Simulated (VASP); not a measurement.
GaN:

```xyz
2
Lattice="0.0000 2.2827 2.2827 2.2827 0.0000 2.2827 2.2827 2.2827 0.0000" Properties=species:S:1:pos:R:3 pbc="T T T"
Ga    0.0000    0.0000    0.0000
N     1.1413    1.1413    1.1413
```

This cell differs from its parent crystal: strain +1.5%.

Base run:

* Program: VASP 6.6.1
* Functional: r2SCAN
* Potentials or basis: VASP PAW PBE potentials, release 64 (Ga_d, N)
* Cutoff: 520 eV
* k mesh: 10 × 10 × 10
* Occupations: gaussian, width 0.01 eV
* Spin: no spin polarisation

Its results: band gap on the k mesh 1.86 eV, direct; pressure -7.0 GPa.

The run is repeated on the same cell with these changes: functional from r2SCAN to PBE; occupations from gaussian, width 0.01 eV to fermi-dirac, width 0.02 eV. What comes out?

Band gap on the k mesh 1.48 eV, direct; pressure -1.8 GPa.

Caveats: the PAW data sets were made with another functional, which shifts forces and pressure a little (some runs).

